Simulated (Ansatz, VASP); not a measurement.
One calculation of Sc3PdRu, two programs

```
Sc Ru Pd
1.0
     4.90663    0.00000    0.00000
     0.00000    4.90663    0.00000
     0.00000    0.00000    4.90663
Sc Ru Pd
3 1 1
Cartesian
  0.0000 2.4533 2.4533
  2.4533 0.0000 2.4533
  2.4533 2.4533 0.0000
  2.4533 2.4533 2.4533
  0.0000 0.0000 0.0000
```

Alike in both runs: functional PBE; k mesh 8 × 8 × 8; occupations gaussian, width 0.1 eV; no spin polarisation.

Ansatz relaxed the structure, and its values are those at the end. VASP's run is a single point on that final structure, the one shown.

```csv
,VASP,Ansatz
version,VASP 6.6.1,Ansatz 0.2.0
potentials or method,"VASP PAW PBE potentials, release 64 (Sc_sv, Ru_pv, Pd), cutoff 520 eV","scalar-relativistic, plane waves, PAW"
valence electrons in the cell,57,67
```

VASP gave:

- gap on the k mesh at the Fermi level (eV): none
- pressure (GPa): 0.3

**Question.** What did Ansatz give for the same quantities?

**Answer.** gap on the k mesh at the Fermi level (eV): none; pressure (GPa): 0.0.

A gap of «none» marks a metal or a gap that the smearing closes. VASP's potentials hold 57 valence electrons a cell and Ansatz's 67, so a difference there can come from the potentials and not from the codes.
